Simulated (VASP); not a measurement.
# In (I4/mmm) in VASP: further runs

In is run at these levels: LDA; tasks: single point.

Everything below comes from runs of VASP 6.6.1. Logs are shortened: lines on timing, memory, paths and dates and some standing lists are left out, and cuts for length are marked.

### 1 The cell of the first run

The structure is tetragonal, space group I4/mmm (No. 139). Conventional cell: a = 2.943 Å, b = 2.943 Å, c = 5.215 Å, α = 90.00°, β = 90.00°, γ = 90.00°. In (site symmetry 4/mmm) has 12 In at 2.94 to 3.34 Å within 3.9 Å.

### 2 Single point, LDA (22.59 Å³/atom)

INCAR

```
SYSTEM = In
PREC = Accurate
ENCUT = 520
EDIFF = 1E-6
ISMEAR = 0
SIGMA = 0.15
LREAL = .FALSE.
LASPH = .TRUE.
NELM = 80
ALGO = Fast
ISIF = 2
LWAVE = .FALSE.
LCHARG = .TRUE.
LELF = .TRUE.
LVHAR = .TRUE.
NBANDS = 12
```

KPOINTS

```
Automatic mesh
0
G
  22 22 22
  0 0 0
```

POSCAR

```
In
1.0
   -1.4717369356      1.4717369356      2.6073291551
    1.4717369356     -1.4717369356      2.6073291551
    1.4717369356      1.4717369356     -2.6073291551
In
1
Direct
    0.0000000000      0.0000000000      0.0000000000
```

Potentials or basis: VASP PAW LDA potentials, release 64 (In_d).

Command:

```
cat potpaw_LDA.64/In_d/POTCAR > POTCAR
mpirun -np 1 vasp_std > vasp.out
```

OUTCAR:

```text
SYSTEM = In
   PREC = Accurate
   ENCUT = 520
   EDIFF = 1E-6
   ISMEAR = 0
   LREAL = .FALSE.
   LASPH = .TRUE.
   NELM = 80
   ISIF = 2

 ion  position               nearest neighbor table
   1  0.000  0.000  0.000-

  LATTYP: Found a body centered tetragonal cell.
 ALAT       =     2.9434738712
 C/A-ratio  =     1.7716000000

  Lattice vectors:

 A1 = (  -1.4717369356,   1.4717369356,   2.6073291551)
 A2 = (   1.4717369356,  -1.4717369356,   2.6073291551)
 A3 = (   1.4717369356,   1.4717369356,  -2.6073291551)

Analysis of symmetry for initial positions (statically):
=====================================================================
 Subroutine PRICEL returns:
 Original cell was already a primitive cell.

 Routine SETGRP: Setting up the symmetry group for a
 body centered tetragonal supercell.

 Subroutine GETGRP returns: Found 16 space group operations
 (whereof 16 operations were pure point group operations)
 out of a pool of 16 trial point group operations.

The static configuration has the point symmetry D_4h.

Analysis of symmetry for dynamics (positions and initial velocities):
=====================================================================
 Subroutine PRICEL returns:
 Original cell was already a primitive cell.

 Routine SETGRP: Setting up the symmetry group for a
 body centered tetragonal supercell.

 Subroutine GETGRP returns: Found 16 space group operations
 (whereof 16 operations were pure point group operations)
 out of a pool of 16 trial point group operations.

The dynamic configuration has the point symmetry D_4h.

 Subroutine INISYM returns: Found 16 space group operations
 (whereof 16 operations are pure point group operations),
 and found     1 'primitive' translations

----------------------------------------------------------------------------------------

                                     Primitive cell

  volume of cell :      22.5900

  direct lattice vectors                    reciprocal lattice vectors
    -1.471736936  1.471736936  2.607329155     0.000000000  0.339734628  0.191767119
     1.471736936 -1.471736936  2.607329155     0.339734628  0.000000000  0.191767119
     1.471736936  1.471736936 -2.607329155     0.339734628  0.339734628  0.000000000

  length of vectors
     3.336193121  3.336193121  3.336193121     0.390120808  0.390120808  0.480457318

  position of ions in fractional coordinates (direct lattice)
     0.000000000  0.000000000  0.000000000

  ion indices of the primitive-cell ions
   primitive index   ion index
                 1           1

----------------------------------------------------------------------------------------

 KPOINTS: Automatic mesh

Automatic generation of k-mesh.
 Grid dimensions read from file:
 generate k-points for:   22   22   22

 Generating k-lattice:

  Cartesian coordinates                     Fractional coordinates (reciprocal lattice)
     0.000000000  0.015442483  0.008716687     0.045454545  0.000000000 -0.000000000
     0.015442483  0.000000000  0.008716687     0.000000000  0.045454545 -0.000000000
     0.015442483  0.015442483  0.000000000     0.000000000  0.000000000  0.045454545

  Length of vectors
     0.017732764  0.017732764  0.021838969

  Shift w.r.t. Gamma in fractional coordinates (k-lattice)
     0.000000000  0.000000000  0.000000000

 Subroutine IBZKPT returns following result:
 ===========================================

 Found    834 irreducible k-points:

 Following reciprocal coordinates:
            Coordinates               Weight
  0.000000  0.000000  0.000000      1.000000
  0.045455  0.000000  0.000000      8.000000
  0.090909  0.000000  0.000000      8.000000
  0.136364  0.000000 -0.000000      8.000000
  0.181818 -0.000000  0.000000      8.000000
  0.227273  0.000000  0.000000      8.000000
[... 16 lines left out ...]
  0.500000  0.045455 -0.000000     16.000000
 -0.454545  0.045455  0.000000     16.000000
 [... further k-points ...]
   k-points           NKPTS =    834   k-points in BZ     NKDIM =    834   number of bands    NBANDS=     12
   number of dos      NEDOS =    301   number of ions     NIONS =      1
   total plane-waves  NPLWV =  21952
   dimension x,y,z NGX =    28 NGY =   28 NGZ =   28
   dimension x,y,z NGXF=    56 NGYF=   56 NGZF=   56
   ions per type =               1
   NGX,Y,Z   is equivalent  to a cutoff of  13.95, 13.95, 13.95 a.u.
   NGXF,Y,Z  is equivalent  to a cutoff of  27.91, 27.91, 27.91 a.u.
 SYSTEM =  In
   PREC   = accura    normal or accurate (medium, high low for compatibility)
   ISTART =      0    job   : 0-new  1-cont  2-samecut
   ICHARG =      2    charge: 1-file 2-atom 10-const
   ISPIN  =      1    spin polarized calculation?
   LNONCOLLINEAR =      F non collinear calculations
   LSORBIT =      F    spin-orbit coupling
   LASPH  =      T    aspherical Exc in radial PAW
   ENCUT  =  520.0 eV  38.22 Ry    6.18 a.u.   6.20  6.20  6.20*2*pi/ulx,y,z
   NELM   =     80;   NELMIN=  2; NELMDL= -5     # of ELM steps
   EDIFF  = 0.1E-05   stopping-criterion for ELM
   LREAL  =      F    real-space projection
   EDIFFG = 0.1E-04   stopping-criterion for IOM
   NSW    =      0    number of steps for IOM
   IBRION =     -1    ionic relax: 0-MD 1-quasi-New 2-CG
   NFREE  =      0    steps in history (QN), initial steepest desc. (CG)
   ISIF   =      2    stress and relaxation
   ISYM   =      2    0-nonsym 1-usesym 2-fastsym
   POTIM  = 0.5000    time-step for ionic-motion
   TEBEG  =    0.0;   TEEND  =   0.0 temperature during run
   PSTRESS=    0.0 pullay stress
   NELECT =      13.0000    total number of electrons
   NUPDOWN=      -1.0000    fix difference up-down
   EMIN   =  10.00;   EMAX   =-10.00  energy-range for DOS
   EFERMI =   0.00;   METHOD = LEGACY
   ISMEAR =     0;   SIGMA  =   0.15  broadening in eV -4-tet -1-fermi 0-gaus
   EFERMI_NEDOS =   21; number of points for ismear=-14 and -15
   IALGO  =     68    algorithm
   IMIX   =      4    mixing-type and parameters
     AMIX     =   0.40;   BMIX     =  1.00
     AMIX_MAG =   1.60;   BMIX_MAG =  1.00
  volume/ion in A,a.u.               =      22.59       152.44
  Fermi-wavevector in a.u.,A,eV,Ry     =   1.361708  2.573254 25.228571  1.854248
  Thomas-Fermi vector in A             =   2.488260
   LORBIT       =      0    0 simple, 1 ext, 2 COOP (PROOUT), +10 PAW based schemes
   GGA     = CA    functional components
   LHFCALC =     F    Hartree Fock is set to
   AEXX    =    0.0000 exact exchange contribution
   IVDW    =     0    specifies the selected vdW correction
   LEPSILON=     F    determine dielectric tensor
   LRPA    =     F    only Hartree local field effects (RPA)
 non-spin polarized calculation
 RMM-DIIS sequential band-by-band and
 Gauss-broadening in eV      SIGMA  =   0.15
  energy-cutoff  :      520.00
  volume of cell :       22.59
 maximum number of plane-waves:       630
 NGX is ok and might be reduce to    28
   NGX = 13   NGY = 13   NGZ = 13

 number of electron      13.0000001 magnetization

 Free energy of the ion-electron system (eV)
  ---------------------------------------------------
  ext. energy  EPLUGINS =         0.00000000
  ---------------------------------------------------
  free energy    TOTEN  =        -3.16773530 eV

  energy without entropy =       -3.16333575  energy(sigma->0) =       -3.16553552

 E-fermi :   9.0175     XC(G=0): -11.2375

 val. band max:        8.9954188039   @ k =   0.3636   0.3636   0.1364
 cond. band min:       9.0187023027   @ k =   0.4545   0.4091   0.0000
 fundamental gap:      0.0232834989
 Fermi energy:         9.0174864099

 k-point     1 :       0.0000    0.0000    0.0000
  band No.  band energies     occupation
      1      -6.1245      2.00000
      2      -5.7804      2.00000
      3      -5.5829      2.00000
      4      -5.5829      2.00000
      5      -5.2991      2.00000
      6      -1.6402      2.00000
      7      20.1818      0.00000
      8      20.9362      0.00000
      9      20.9362      0.00000
     10      21.4933      0.00000
     11      22.2767      0.00000
     12      24.3843      0.00000

 k-point     2 :       0.0455    0.0000    0.0000
  band No.  band energies     occupation
      1      -6.1157      2.00000
      2      -5.7765      2.00000
      3      -5.5871      2.00000
      4      -5.5792      2.00000
      5      -5.3039      2.00000
      6      -1.5888      2.00000
      7      19.9217      0.00000
      8      20.3486      0.00000
      9      20.9213      0.00000
     10      21.3439      0.00000
     11      22.0774      0.00000
     12      24.6449      0.00000

 k-point     3 :       0.0909    0.0000    0.0000
  band No.  band energies     occupation
      1      -6.0915      2.00000
      2      -5.7645      2.00000
      3      -5.5983      2.00000
      4      -5.5685      2.00000
      5      -5.3176      2.00000
      6      -1.4336      2.00000
      7      18.7335      0.00000
      8      19.5026      0.00000
      9      20.8841      0.00000
     10      21.0787      0.00000
     11      21.9298      0.00000
     12      25.1676      0.00000
[... 286 lines left out ...]
 k-point    23 :       0.5000    0.0455   -0.0000
  band No.  band energies     occupation
      1      -5.9519      2.00000
      2      -5.9101      2.00000
      3      -5.5934      2.00000
      4      -5.3492      2.00000
      5      -5.2181      2.00000
      6       4.6273      2.00000
      7       5.2743      2.00000
      8      14.9985      0.00000
      9      19.4084      0.00000
     10      20.7402      0.00000
     11      21.4963      0.00000
     12      25.6601      0.00000

 k-point    24 :      -0.4545    0.0455    0.0000
  band No.  band energies     occupation
      1      -5.9499      2.00000
      2      -5.9026      2.00000
      3      -5.5883      2.00000
      4      -5.3575      2.00000
      5      -5.2340      2.00000
      6       3.5492      2.00000
      7       6.4973      2.00000
      8      15.1094      0.00000
      9      19.4388      0.00000
     10      20.8165      0.00000
     11      21.5789      0.00000
     12      25.6960      0.00000

 [... further k-points ...]

------------------------ aborting loop because EDIFF is reached ----------------------------------------

  FORCE on cell =-STRESS in cart. coord.  units (eV):
  Direction    XX          YY          ZZ          XY          YZ          ZX
  --------------------------------------------------------------------------------------
  -------------------------------------------------------------------------------------
  Total        0.9681109      0.9681109      0.4773802      0.0000000      0.0000000      0.0000000
  in kB       68.6624764     68.6624764     33.8578006      0.0000000      0.0000000      0.0000000
  external PRESSURE =      57.0609178 kB  Pullay stress =       0.0000000 kB

 VOLUME and BASIS-vectors are now :
 -----------------------------------------------------------------------------
  energy-cutoff  :      520.00
  volume of cell :       22.59
      direct lattice vectors                 reciprocal lattice vectors
    -1.471736936  1.471736936  2.607329155     0.000000000  0.339734628  0.191767119
     1.471736936 -1.471736936  2.607329155     0.339734628  0.000000000  0.191767119
     1.471736936  1.471736936 -2.607329155     0.339734628  0.339734628  0.000000000

 POSITION                                       TOTAL-FORCE (eV/Angst)
 -----------------------------------------------------------------------------------
      0.00000      0.00000      0.00000        -0.000000     -0.000000      0.000000
 -----------------------------------------------------------------------------------
    total drift:                               -0.000000     -0.000000     -0.000000

  FREE ENERGIE OF THE ION-ELECTRON SYSTEM (eV)
  ---------------------------------------------------
  free  energy   TOTEN  =        -3.1677352960 eV

  energy  without entropy=       -3.1633357480  energy(sigma->0) =       -3.16553552
```

Wall time 14 min (1 thread of Intel Xeon Platinum 8375C at 2.90GHz (Ice Lake), shared host); peak memory 0.32 GiB.

Results:

* Free energy: -3.1677 eV
* Pressure: 5.7 GPa
* Band gap on the k mesh: zero (an odd number of electrons rules out a gap without spin polarisation)

Caveat: the cell stands under pressure; spin-orbit coupling is left out, which moves the levels of the heavy elements.

### 3 Single point, LDA (22.59 Å³/atom)

INCAR

```
PREC = Accurate
ENCUT = 520
EDIFF = 1E-6
ISMEAR = 0
SIGMA = 0.15
LREAL = F
LASPH = T
NELM = 80
ALGO = Fast
ISIF = 2
LWAVE = F
LCHARG = T
LELF = T
LVHAR = T
NBANDS = 12
```

KPOINTS

```
regular mesh
0
Gamma
  22 22 22
```

POSCAR

```
In
1.0
   -1.5116939333      1.5116939333      2.4713172422
    1.5116939333     -1.5116939333      2.4713172422
    1.5116939333      1.5116939333     -2.4713172422
In
1
Direct
    0.0000000000      0.0000000000      0.0000000000
```

Potentials or basis: VASP PAW LDA potentials, release 64 (In_d).

Command:

```
cat potpaw_LDA.64/In_d/POTCAR > POTCAR
mpirun -np 1 vasp_std > vasp.out
```

OUTCAR:

```text
PREC = Accurate
   ENCUT = 520
   EDIFF = 1E-6
   ISMEAR = 0
   LREAL = F
   LASPH = T
   NELM = 80
   ISIF = 2

 ion  position               nearest neighbor table
   1  0.000  0.000  0.000-

  LATTYP: Found a body centered tetragonal cell.
 ALAT       =     3.0233878666
 C/A-ratio  =     1.6348000000

  Lattice vectors:

 A1 = (  -1.5116939333,   1.5116939333,   2.4713172422)
 A2 = (   1.5116939333,  -1.5116939333,   2.4713172422)
[... 539 lines left out ...]
     11      20.8777      0.00000
     12      24.7586      0.00000

 [... further k-points ...]

------------------------ aborting loop because EDIFF is reached ----------------------------------------

  FORCE on cell =-STRESS in cart. coord.  units (eV):
  Direction    XX          YY          ZZ          XY          YZ          ZX
  --------------------------------------------------------------------------------------
  -------------------------------------------------------------------------------------
  Total        0.8239047      0.8239047      0.6383763      0.0000000      0.0000000      0.0000000
  in kB       58.4347662     58.4347662     45.2763207      0.0000000      0.0000000      0.0000000
  external PRESSURE =      54.0486177 kB  Pullay stress =       0.0000000 kB

 VOLUME and BASIS-vectors are now :
 -----------------------------------------------------------------------------
  energy-cutoff  :      520.00
  volume of cell :       22.59
      direct lattice vectors                 reciprocal lattice vectors
    -1.511693933  1.511693933  2.471317242     0.000000000  0.330754784  0.202321253
     1.511693933 -1.511693933  2.471317242     0.330754784  0.000000000  0.202321253
     1.511693933  1.511693933 -2.471317242     0.330754784  0.330754784  0.000000000

 POSITION                                       TOTAL-FORCE (eV/Angst)
 -----------------------------------------------------------------------------------
      0.00000      0.00000      0.00000         0.000000      0.000000      0.000000
 -----------------------------------------------------------------------------------
    total drift:                                0.000000      0.000000     -0.000000

  FREE ENERGIE OF THE ION-ELECTRON SYSTEM (eV)
  ---------------------------------------------------
  free  energy   TOTEN  =        -3.1861639577 eV

  energy  without entropy=       -3.1823501233  energy(sigma->0) =       -3.18425704
```

Wall time 5 min (1 thread of Intel Xeon Platinum 8375C at 2.90GHz (Ice Lake), shared host); peak memory 0.31 GiB.

Results:

| Item | Value |
| --- | --- |
| Free energy | -3.1862 eV |
| Pressure | 5.4 GPa |
| Band gap on the k mesh | zero (an odd number of electrons rules out a gap without spin polarisation) |

Stress tensor (GPa, compression positive):
```
5.84 0.00 0.00
0.00 5.84 0.00
0.00 0.00 4.53
```

Caveat: the cell stands under pressure; spin-orbit coupling is left out, which moves the levels of the heavy elements.

[end of part 1 of 2]
